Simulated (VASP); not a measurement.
Input of a VASP 6.6.1 run:

The input INCAR:

```
ALGO = Normal ; EDIFF = 1E-6
ENCUT = 500 ; GGA = PE
GGA_COMPAT = F ; ISIF = 2
ISMEAR = 0 ; LASPH = T
LCHARG = F ; LREAL = F
LWAVE = F ; NBANDS = 14
NELM = 120 ; PREC = Accurate
SIGMA = 0.1
```

The input KPOINTS:

```
k-points
0
Gamma
  18 18 18
```

The input POSCAR:

```
Rh
1.0
    0.0000000000      1.9300435055      1.9300435055
    1.9300435055      0.0000000000      1.9300435055
    1.9300435055      1.9300435055      0.0000000000
Rh
1
Direct
    0.0000000000      0.0000000000      0.0000000000
```

Potentials or basis: VASP PAW PBE potentials, release 64 (Rh_pv).

Command:

```console
$ cat potpaw_PBE.64/Rh_pv/POTCAR > POTCAR
$ mpirun -np 1 vasp_std > vasp.out
```

Problem. Estimate the pressure.

Solution. -5.6 GPa.

Caveat: the cell differs from its parent crystal (Ru replaced by Rh, lengths x 0.984, strained).
